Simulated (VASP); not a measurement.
# SnO2 (Amm2) in VASP: single point with r2SCAN

Aim: the single point of SnO2 with r2SCAN.

All numbers are computed with VASP 6.6.1; they aren't measurements. Logs are shortened: lines on timing, memory, paths and dates and some standing lists are left out, and cuts for length are marked.

## Step 1: The cell of the first run

Symmetry: Amm2, No. 38, orthorhombic system. Conventional cell: a = 3.201 Å, b = 6.732 Å, c = 6.732 Å, α = 90.00°, β = 90.00°, γ = 90.00°. Sn (site symmetry mm2) has 6 O at 2.06 to 2.36 Å within 2.7 Å. Within 2.5 Å of Sn (site symmetry mm2) lie 6 O at 1.89 to 2.07 Å. Within 2.5 Å of O (site symmetry mm2) lie 3 Sn at 1.89 to 2.36 Å and 1 O at 2.31 Å. Within 2.8 Å of O (site symmetry m) lie 3 Sn at 2.06 to 2.07 Å and 3 O at 2.61 to 2.80 Å. Within 2.7 Å of O (site symmetry mm2) lie 3 Sn at 2.06 to 2.07 Å and 1 O at 2.31 Å.

## Step 2: Single point, r2SCAN (atom 3 (O) moved -0.300 Å towards its neighbour atom 1 (Sn) at 2.059 Å)

The input, POSCAR:

```
SnO2
1.0
    4.7602164773      0.0000000000      0.0000000000
    0.0000000000      4.7602164773      0.0000000000
    0.0000000000      0.0000000000      3.2005650988
Sn O
2 4
Direct
    0.0000000000      0.0000000000      0.0000000000
    0.5000000000      0.5000000000      0.5000000000
    0.3504570252      0.3504570252      0.0000000000
    0.1941065016      0.8058934984      0.5000000000
    0.6941065016      0.6941065016      0.0000000000
    0.8058934984      0.1941065016      0.5000000000
```

The input, INCAR.step1:

```
PREC = Accurate ; ENCUT = 520
ISMEAR = 0 ; SIGMA = 0.05
LREAL = False ; LASPH = True
NELM = 80 ; NBANDS = 35
GGA = PE ; ALGO = Normal
EDIFF = 1E-4 ; LWAVE = True
LCHARG = False
```

The input, INCAR.step2:

```
PREC = Accurate ; ENCUT = 520
EDIFF = 1E-6 ; ISMEAR = 0
SIGMA = 0.05 ; LREAL = False
LASPH = True ; NELM = 80
ALGO = Normal ; ISIF = 2
LWAVE = False ; LCHARG = False
METAGGA = R2SCAN ; LMIXTAU = True
NBANDS = 35 ; ISTART = 1
```

The input, KPOINTS:

```
regular mesh
0
Gamma
  6 6 8
```

Potentials or basis: VASP PAW PBE potentials, release 64 (Sn_d, O).

On the command line:

```
$ cat potpaw_PBE.64/Sn_d/POTCAR potpaw_PBE.64/O/POTCAR > POTCAR
$ cp INCAR.step1 INCAR
$ mpirun -np 1 vasp_std > vasp.out
$ cp INCAR.step2 INCAR
$ mpirun -np 1 vasp_std > vasp.out
```

OUTCAR:

```text
PREC = Accurate
   ENCUT = 520
   EDIFF = 1E-6
   ISMEAR = 0
   LREAL = False
   LASPH = True
   NELM = 80
   ISIF = 2
   METAGGA = R2SCAN
   ISTART = 1

 ion  position               nearest neighbor table
   1  0.000  0.000  0.000-   5 2.06   4 2.07   6 2.07   4 2.07   6 2.07   3 2.36   2 3.73   2 3.73
                             2 3.73   2 3.73   2 3.73   2 3.73   2 3.73   2 3.73
   2  0.500  0.500  0.500-   3 1.89   3 1.89   6 2.06   4 2.06   5 2.07   5 2.07   1 3.73   1 3.73
                             1 3.73   1 3.73   1 3.73   1 3.73   1 3.73   1 3.73
   3  0.350  0.350  0.000-   2 1.89   2 1.89   1 2.36
   4  0.194  0.806  0.500-   2 2.06   1 2.07   1 2.07
   5  0.694  0.694  0.000-   1 2.06   2 2.07   2 2.07
   6  0.806  0.194  0.500-   2 2.06   1 2.07   1 2.07

  LATTYP: Found a simple tetragonal cell.
 ALAT       =     4.7602164773
 C/A-ratio  =     0.6723570481

  Lattice vectors:

 A1 = (   4.7602164773,   0.0000000000,   0.0000000000)
 A2 = (   0.0000000000,   4.7602164773,   0.0000000000)
 A3 = (   0.0000000000,   0.0000000000,   3.2005650988)

Analysis of symmetry for initial positions (statically):
=====================================================================
 Subroutine PRICEL returns:
 Original cell was already a primitive cell.

 Routine SETGRP: Setting up the symmetry group for a
 simple tetragonal supercell.

 Subroutine GETGRP returns: Found  4 space group operations
 (whereof  4 operations were pure point group operations)
 out of a pool of 16 trial point group operations.

The static configuration has the point symmetry C_2v.

Analysis of symmetry for dynamics (positions and initial velocities):
=====================================================================
 Subroutine PRICEL returns:
 Original cell was already a primitive cell.

 Routine SETGRP: Setting up the symmetry group for a
 simple tetragonal supercell.

 Subroutine GETGRP returns: Found  4 space group operations
 (whereof  4 operations were pure point group operations)
 out of a pool of 16 trial point group operations.

The dynamic configuration has the point symmetry C_2v.

 Subroutine INISYM returns: Found  4 space group operations
 (whereof  4 operations are pure point group operations),
 and found     1 'primitive' translations

----------------------------------------------------------------------------------------

                                     Primitive cell

  volume of cell :      72.5237

  direct lattice vectors                    reciprocal lattice vectors
     4.760216477  0.000000000  0.000000000     0.210074480  0.000000000  0.000000000
     0.000000000  4.760216477  0.000000000     0.000000000  0.210074480  0.000000000
     0.000000000  0.000000000  3.200565099     0.000000000  0.000000000  0.312444824

  length of vectors
     4.760216477  4.760216477  3.200565099     0.210074480  0.210074480  0.312444824

  position of ions in fractional coordinates (direct lattice)
     0.000000000  0.000000000  0.000000000
     0.500000000  0.500000000  0.500000000
     0.350457025  0.350457025  0.000000000
     0.194106502  0.805893498  0.500000000
     0.694106502  0.694106502  0.000000000
     0.805893498  0.194106502  0.500000000

  ion indices of the primitive-cell ions
   primitive index   ion index
                 1           1
                 2           2
                 3           3
                 4           4
                 5           5
                 6           6

----------------------------------------------------------------------------------------

 KPOINTS: regular mesh

Automatic generation of k-mesh.
 Grid dimensions read from file:
 generate k-points for:    6    6    8

 Generating k-lattice:

  Cartesian coordinates                     Fractional coordinates (reciprocal lattice)
     0.035012413  0.000000000  0.000000000     0.166666667  0.000000000  0.000000000
     0.000000000  0.035012413  0.000000000     0.000000000  0.166666667  0.000000000
     0.000000000  0.000000000  0.039055603     0.000000000  0.000000000  0.125000000

  Length of vectors
     0.035012413  0.035012413  0.039055603

  Shift w.r.t. Gamma in fractional coordinates (k-lattice)
     0.000000000  0.000000000  0.000000000

 Subroutine IBZKPT returns following result:
 ===========================================

 Found     65 irreducible k-points:

 Following reciprocal coordinates:
            Coordinates               Weight
  0.000000  0.000000  0.000000      1.000000
  0.166667  0.000000  0.000000      4.000000
  0.333333  0.000000  0.000000      4.000000
  0.500000  0.000000  0.000000      2.000000
  0.166667  0.166667  0.000000      2.000000
 -0.166667  0.166667  0.000000      2.000000
[... 16 lines left out ...]
  0.333333  0.333333  0.125000      4.000000
 -0.333333  0.333333  0.125000      4.000000
 [... further k-points ...]
   k-points           NKPTS =     65   k-points in BZ     NKDIM =     65   number of bands    NBANDS=     35
   number of dos      NEDOS =    301   number of ions     NIONS =      6
   total plane-waves  NPLWV =  31104
   dimension x,y,z NGX =    36 NGY =   36 NGZ =   24
   dimension x,y,z NGXF=    72 NGYF=   72 NGZF=   48
   ions per type =               2   4
   NGX,Y,Z   is equivalent  to a cutoff of  12.57, 12.57, 12.47 a.u.
   NGXF,Y,Z  is equivalent  to a cutoff of  25.15, 25.15, 24.93 a.u.
 SYSTEM =  unknown system
   PREC   = accura    normal or accurate (medium, high low for compatibility)
   ISTART =      1    job   : 0-new  1-cont  2-samecut
   ICHARG =      0    charge: 1-file 2-atom 10-const
   ISPIN  =      1    spin polarized calculation?
   LNONCOLLINEAR =      F non collinear calculations
   LSORBIT =      F    spin-orbit coupling
   LASPH  =      T    aspherical Exc in radial PAW
   ENCUT  =  520.0 eV  38.22 Ry    6.18 a.u.   8.85  8.85  5.95*2*pi/ulx,y,z
   NELM   =     80;   NELMIN=  2; NELMDL=  0     # of ELM steps
   EDIFF  = 0.1E-05   stopping-criterion for ELM
   LREAL  =      F    real-space projection
   EDIFFG = 0.1E-04   stopping-criterion for IOM
   NSW    =      0    number of steps for IOM
   IBRION =     -1    ionic relax: 0-MD 1-quasi-New 2-CG
   NFREE  =      0    steps in history (QN), initial steepest desc. (CG)
   ISIF   =      2    stress and relaxation
   ISYM   =      2    0-nonsym 1-usesym 2-fastsym
   POTIM  = 0.5000    time-step for ionic-motion
   TEBEG  =    0.0;   TEEND  =   0.0 temperature during run
   PSTRESS=    0.0 pullay stress
   NELECT =      52.0000    total number of electrons
   NUPDOWN=      -1.0000    fix difference up-down
   EMIN   =  10.00;   EMAX   =-10.00  energy-range for DOS
   EFERMI =   0.00;   METHOD = LEGACY
   ISMEAR =     0;   SIGMA  =   0.05  broadening in eV -4-tet -1-fermi 0-gaus
   EFERMI_NEDOS =   21; number of points for ismear=-14 and -15
   IALGO  =     38    algorithm
   IMIX   =      4    mixing-type and parameters
     AMIX     =   0.40;   BMIX     =  1.00
     AMIX_MAG =   1.60;   BMIX_MAG =  1.00
  volume/ion in A,a.u.               =      12.09        81.57
  Fermi-wavevector in a.u.,A,eV,Ry     =   1.465264  2.768948 29.211695  2.146999
  Thomas-Fermi vector in A             =   2.581142
   LORBIT       =      0    0 simple, 1 ext, 2 COOP (PROOUT), +10 PAW based schemes
   METAGGA = R2SCAN    functional components
   LHFCALC =     F    Hartree Fock is set to
   AEXX    =    0.0000 exact exchange contribution
   IVDW    =     0    specifies the selected vdW correction
   LEPSILON=     F    determine dielectric tensor
   LRPA    =     F    only Hartree local field effects (RPA)
 non-spin polarized calculation
 Gauss-broadening in eV      SIGMA  =   0.05
  energy-cutoff  :      520.00
  volume of cell :       72.52
 maximum number of plane-waves:      1992
   NGX = 17   NGY = 17   NGZ = 11

 number of electron      52.0000005 magnetization

 Free energy of the ion-electron system (eV)
  ---------------------------------------------------
  ext. energy  EPLUGINS =         0.00000000
  ---------------------------------------------------
  free energy    TOTEN  =       -83.60649301 eV

  energy without entropy =      -83.60649301  energy(sigma->0) =      -83.60649301

 E-fermi :   5.9108     XC(G=0): -11.9360

 val. band max:        5.5944623234   @ k =   0.0000   0.0000   0.0000
 cond. band min:       7.4366312403   @ k =   0.0000   0.0000   0.0000
 fundamental gap:      1.8421689169
 Fermi energy:         5.9107816717

 k-point     1 :       0.0000    0.0000    0.0000
  band No.  band energies     occupation
      1     -16.3358      2.00000
      2     -15.6981      2.00000
      3     -15.1332      2.00000
      4     -15.0680      2.00000
      5     -14.9750      2.00000
      6     -14.9077      2.00000
[... 27 lines left out ...]
     34      18.4307      0.00000
     35      19.2317      0.00000

 k-point     2 :       0.1667    0.0000    0.0000
  band No.  band energies     occupation
      1     -16.3025      2.00000
      2     -15.7206      2.00000
      3     -15.1327      2.00000
      4     -15.0735      2.00000
      5     -14.9735      2.00000
      6     -14.9049      2.00000
[... 27 lines left out ...]
     34      18.3796      0.00000
     35      19.0663      0.00000

 k-point     3 :       0.3333    0.0000    0.0000
  band No.  band energies     occupation
      1     -16.2166      2.00000
      2     -15.7944      2.00000
      3     -15.1318      2.00000
      4     -15.0852      2.00000
      5     -14.9705      2.00000
      6     -14.8987      2.00000
[... 27 lines left out ...]
     34      18.4125      0.00000
     35      18.9337      0.00000

 k-point     4 :       0.5000    0.0000    0.0000
  band No.  band energies     occupation
      1     -16.1520      2.00000
      2     -15.8579      2.00000
      3     -15.1313      2.00000
      4     -15.0909      2.00000
      5     -14.9689      2.00000
      6     -14.8954      2.00000
[... 27 lines left out ...]
     34      18.8400      0.00000
     35      19.1168      0.00000

 k-point     5 :       0.1667    0.1667    0.0000
  band No.  band energies     occupation
      1     -16.2635      2.00000
      2     -15.7854      2.00000
      3     -15.1335      2.00000
      4     -15.0861      2.00000
      5     -14.9722      2.00000
      6     -14.8983      2.00000
[... 638 lines left out ...]
 k-point    22 :       0.5000    0.1667    0.1250
  band No.  band energies     occupation
      1     -16.0701      2.00000
      2     -15.8131      2.00000
      3     -15.3593      2.00000
      4     -15.1092      2.00000
      5     -14.9712      2.00000
      6     -14.9601      2.00000
[... 27 lines left out ...]
     34      18.7492      0.00000
     35      19.1631      0.00000

 k-point    23 :       0.3333    0.3333    0.1250
  band No.  band energies     occupation
      1     -16.0756      2.00000
      2     -15.8679      2.00000
      3     -15.3226      2.00000
      4     -15.1133      2.00000
      5     -14.9901      2.00000
      6     -14.9646      2.00000
[... 27 lines left out ...]
     34      18.6199      0.00000
     35      18.6775      0.00000

 k-point    24 :      -0.3333    0.3333    0.1250
  band No.  band energies     occupation
      1     -16.1314      2.00000
      2     -15.7779      2.00000
      3     -15.3564      2.00000
      4     -15.0848      2.00000
      5     -15.0009      2.00000
      6     -14.9638      2.00000
[... 27 lines left out ...]
     34      18.6221      0.00000
     35      19.1434      0.00000

 [... further k-points ...]
[... 5 lines left out ...]
  --------------------------------------------------------------------------------------
  -------------------------------------------------------------------------------------
  Total        3.2107808      3.2107808      6.8555419      1.1944482      0.0000000      0.0000000
  in kB       70.9318309     70.9318309    151.4510536     26.3874758      0.0000000      0.0000000
  external PRESSURE =      97.7715718 kB  Pullay stress =       0.0000000 kB

 VOLUME and BASIS-vectors are now :
 -----------------------------------------------------------------------------
  energy-cutoff  :      520.00
  volume of cell :       72.52
      direct lattice vectors                 reciprocal lattice vectors
     4.760216477  0.000000000  0.000000000     0.210074480  0.000000000  0.000000000
     0.000000000  4.760216477  0.000000000     0.000000000  0.210074480  0.000000000
     0.000000000  0.000000000  3.200565099     0.000000000  0.000000000  0.312444824

 POSITION                                       TOTAL-FORCE (eV/Angst)
 -----------------------------------------------------------------------------------
      0.00000      0.00000      0.00000         0.073709      0.073709      0.000000
      2.38011      2.38011      1.60028         2.487804      2.487804      0.000000
      1.66825      1.66825      0.00000        -4.747147     -4.747147      0.000000
      0.92399      3.83623      1.60028        -0.092392      0.808513      0.000000
      3.30410      3.30410      0.00000         1.469513      1.469513      0.000000
      3.83623      0.92399      1.60028         0.808513     -0.092392      0.000000
 -----------------------------------------------------------------------------------
    total drift:                                0.000195      0.000195      0.000002

  FREE ENERGIE OF THE ION-ELECTRON SYSTEM (eV)
  ---------------------------------------------------
  free  energy   TOTEN  =       -83.6064930071 eV

  energy  without entropy=      -83.6064930071  energy(sigma->0) =      -83.60649301
```

Run time: 4.6 min. Hardware: 1 thread of AMD EPYC 9R45 (Zen 5), shared host; peak memory 0.23 GiB.

Results:

| Property | Result |
| --- | --- |
| Free energy | -83.6065 eV |
| Pressure | 9.8 GPa |
| Largest force | 6.713 eV/Å |
| Band gap on the k mesh | 1.84 eV |

Forces on the atoms (eV/Å):
```
Sn   0.074  0.074  0.000
Sn   2.488  2.488  0.000
O   -4.747 -4.747  0.000
O   -0.092  0.809  0.000
O    1.470  1.470  0.000
O    0.809 -0.092  0.000
```

Levels at points of the mesh, in eV from the valence-band top:
| k point | band 24 | band 25 | band 26 | band 27 | band 28 | band 29 |
| --- | --- | --- | --- | --- | --- | --- |
| (0.00, 0.00, 0.00) | -0.91 | -0.62 | 0.00 | 1.84 | 6.42 | 7.04 |
| (0.50, 0.00, 0.00) | -0.92 | -0.91 | -0.46 | 4.40 | 5.39 | 7.48 |
| (0.50, 0.50, 0.00) | -1.09 | -0.99 | -0.76 | 4.33 | 5.84 | 7.83 |
| (0.00, 0.00, 0.50) | -1.67 | -1.41 | -1.20 | 5.82 | 8.17 | 9.36 |
| (0.50, 0.00, 0.50) | -0.95 | -0.75 | -0.42 | 6.07 | 8.38 | 8.56 |
| (0.50, 0.50, 0.50) | -1.17 | -0.99 | -0.64 | 5.09 | 6.83 | 9.03 |

Caveat: the cell differs from its parent crystal (atom 3 (O) moved -0.300 Å towards its neighbour atom 1 (Sn) at 2.059 Å); the cell stands under pressure; the PAW data sets were made with another functional, which shifts forces and pressure a little; spin-orbit coupling is left out, which moves the levels of the heavy elements.
